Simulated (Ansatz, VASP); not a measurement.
**Eu: VASP beside Ansatz**

```
CELL_PARAMETERS angstrom
-2.19395 2.19395 2.19395
2.19395 -2.19395 2.19395
2.19395 2.19395 -2.19395
ATOMIC_POSITIONS crystal
Eu 0.00000 0.00000 0.00000
```

Alike in both runs: task single point; functional PBE; k mesh 2 × 2 × 2; occupations fermi-dirac, width 0.05 eV; collinear spin.

|  | VASP | Ansatz |
| --- | --- | --- |
| version | VASP 6.6.1 | Ansatz 0.2.0 |
| potentials or method | VASP PAW PBE potentials, release 64 (Eu), cutoff 520 eV | plane waves (420 eV) with PAW, scalar-relativistic |
| valence electrons in the cell | 17 | 17 |

|  | VASP | Ansatz | Ansatz less VASP |
| --- | --- | --- | --- |
| pressure (GPa) | -8.5 | -8.2 | +0.25 |
| net moment per atom (μB) | 6.82 | 6.85 | +0.031 |
| size of the moment on the site where the two differ most (μB) | 6.54 | 6.80 | +0.254 |

Site moments also hang on the region over which each program counts them. The functional is the same, so the differences come from potentials, cutoffs and numerics.

The k mesh is coarse, so the values compare programs but aren't converged. Neither program's run includes spin-orbit coupling.
